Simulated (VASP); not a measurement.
Here is a VASP 6.6.1 calculation.

File INCAR:

```
SYSTEM = GaP
ALGO = Normal
EDIFF = 1E-7
ENCUT = 520
GGA = PS
ISIF = 2
ISMEAR = 0
LASPH = .TRUE.
LCHARG = .FALSE.
LREAL = .FALSE.
LWAVE = .FALSE.
NBANDS = 16
NELM = 60
PREC = Accurate
SIGMA = 0.02
```

KPOINTS

```
k-points
0
G
  8 8 8
  0 0 0
```

File POSCAR:

```
GaP
1.0
    0.0000000000      2.7194378942      2.7194378942
    2.7194378942      0.0000000000      2.7194378942
    2.7194378942      2.7194378942      0.0000000000
Ga P
1 1
Direct
    0.0000000000      0.0000000000      0.0000000000
    0.7500000000      0.7500000000      0.7500000000
```

Potentials or basis: VASP PAW PBE potentials, release 64 (Ga_d, P).

Command:

```console
$ cat potpaw_PBE.64/Ga_d/POTCAR potpaw_PBE.64/P/POTCAR > POTCAR
$ mpirun -np 1 vasp_std > vasp.out
```

(1) What does it give for the pressure?

(2) Estimate the band gap on the k mesh.

Answers

(1) -0.1 GPa.

(2) 1.50 eV, indirect (least direct gap 1.80 eV).

Caveat: the PAW data sets were made with another functional, which shifts forces and pressure a little.

**Experimental background.**

“Stacking defects in GaP nanowires: Electronic structure and optical properties”, 2018, arxiv:1810.01194 quotes, for a bulk crystal of GaP at 10 K: band gap 2.34 eV (indirect).

A measured gap of GaP is 2.34 eV (indirect; 10 K; quoted in “Stacking defects in GaP nanowires: Electronic structure and optical properties”, 2018, arxiv:1810.01194); the calculated 1.50 eV misses it by -0.84 eV. Spin-orbit coupling on Ga is left out. The value is that of PBEsol on a finite k mesh, which can miss the band edges, without temperature or zero-point motion. Semilocal functionals fall short of measured gaps as a rule.
